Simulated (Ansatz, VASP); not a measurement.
This is a calculation of Ni for Ansatz 0.2.0.

The input input.yaml:

```yaml
crystal:
  lattice:
    - [2.4960355362, 0.0, 0.0]
    - [-1.2480177681, 2.1616301831, 0.0]
    - [0.0, 0.0, 4.1526868216]
  atoms:
    - { symbol: Ni, position: [0.6666666667, 0.3333333333, 0.75], spin: 1.0 }
    - { symbol: Ni, position: [0.3333333333, 0.6666666667, 0.25], spin: 1.0 }
hamiltonian:
  xc: r2scan
  pseudopotentials: { kind: paw }
magnetization:
  spin_polarized: true
kpoints:
  mp_grid: { grid: [12, 12, 7] }
scf:
  occupations: { method: fermi_dirac, width: 0.05 }
output:
  forces: true
  stress: true
  eigenvalues: true
```

Potentials or basis: Ansatz PAW.

Launch:

```console
$ ansatz run input.yaml --threads 2 --pin off --max-ram 5632MiB --backend cpu --events-out ev --progress --plain --runs-dir out
```

Question: Set up the same calculation for VASP 6.6.1. Potentials there: VASP PAW PBE potentials, release 64 (Ni_sv_GW).

Answer: As run (the cutoff follows the program's own potentials):

Contents of POSCAR:

```
Ni
1.0
    2.4960355362      0.0000000000      0.0000000000
   -1.2480177681      2.1616301831      0.0000000000
    0.0000000000      0.0000000000      4.1526868216
Ni
2
Direct
    0.6666666667      0.3333333333      0.7500000000
    0.3333333333      0.6666666667      0.2500000000
```

The input INCAR.step1:

```
SYSTEM = Ni
ALGO = Normal ; EDIFF = 1E-5
ENCUT = 760 ; GGA = PE
GGA_COMPAT = .FALSE. ; ISMEAR = -1
ISPIN = 2 ; LASPH = .TRUE.
LCHARG = .FALSE. ; LMAXMIX = 4
LREAL = .FALSE. ; LWAVE = .TRUE.
MAGMOM = 1 1 ; NBANDS = 29
NELM = 200 ; PREC = Accurate
SIGMA = 0.05
```

Contents of INCAR.step2:

```
SYSTEM = Ni
ALGO = Normal ; EDIFF = 1E-6
ENCUT = 760 ; GGA_COMPAT = .FALSE.
ISIF = 2 ; ISMEAR = -1
ISPIN = 2 ; ISTART = 1
LASPH = .TRUE. ; LCHARG = .TRUE.
LELF = .TRUE. ; LMAXMIX = 4
LMIXTAU = .TRUE. ; LORBIT = 11
LREAL = .FALSE. ; LVHAR = .TRUE.
LWAVE = .FALSE. ; MAGMOM = 1 1
METAGGA = R2SCAN ; NBANDS = 29
NELM = 200 ; PREC = Accurate
SIGMA = 0.05
```

File KPOINTS:

```
k-points
0
G
  12 12 7
  0 0 0
```

Potentials or basis: VASP PAW PBE potentials, release 64 (Ni_sv_GW).

Run with:

```sh
$ cat potpaw_PBE.64/Ni_sv_GW/POTCAR > POTCAR
$ cp INCAR.step1 INCAR
$ mpirun -np 1 vasp_std > vasp.out
$ cp INCAR.step2 INCAR
$ mpirun -np 1 vasp_std > vasp.out
```

Both were run:

|  | VASP | Ansatz | Ansatz less VASP |
| --- | --- | --- | --- |
| gap on the k mesh at the Fermi level (eV) | none | none | - |
| pressure (GPa) | -11.4 | -11.1 | +0.28 |
| traceless stress, the component that is largest in VASP (GPa) | 0.60 | 0.44 | -0.156 |
| net moment per atom (μB) | 0.77 | 0.77 | -0.006 |
| size of the moment on the site where the two differ most (μB) | 0.85 | 0.84 | -0.012 |

VASP's potentials were made for PBE, not for r2SCAN. Site moments also hang on the region over which each program counts them. A gap of «none» marks a metal or a gap that the smearing closes. With one functional, cell and mesh, what is left measures potentials, basis and numerics.

Noted on Ansatz's run: the magnetic or orbital state may not be the lowest.
